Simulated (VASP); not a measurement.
Input of a VASP 6.6.1 run:

INCAR

```
SYSTEM = Ni
ALGO = Normal
EDIFF = 1E-7
ENCUT = 520
ISIF = 2
ISMEAR = -1
ISPIN = 2
LASPH = .TRUE.
LCHARG = .TRUE.
LELF = .TRUE.
LMAXMIX = 4
LORBIT = 11
LREAL = .FALSE.
LVHAR = .TRUE.
LWAVE = .FALSE.
MAGMOM = 0.607
NBANDS = 15
NELM = 150
PREC = Accurate
SIGMA = 0.2
```

File KPOINTS:

```
k-points
0
G
  16 16 16
  0 0 0
```

The input POSCAR:

```
Ni
1.0
    0.0000000000      1.7124646296      1.7124646296
    1.7124646296      0.0000000000      1.7124646296
    1.7124646296      1.7124646296      0.0000000000
Ni
1
Direct
    0.0000000000      0.0000000000      0.0000000000
```

Potentials or basis: VASP PAW LDA potentials, release 64 (Ni).

Launch:

```console
$ cat potpaw_LDA.64/Ni/POTCAR > POTCAR
$ mpirun -np 1 vasp_std > vasp.out
```

**Question.** What does it give for the net moment?

**Answer.** 0.07 μB per cell.

**Question.** What does it give for the site moments?

**Answer.** Ni +0.07 μB.

**Question.** What does it give for the pressure?

**Answer.** 0.4 GPa.
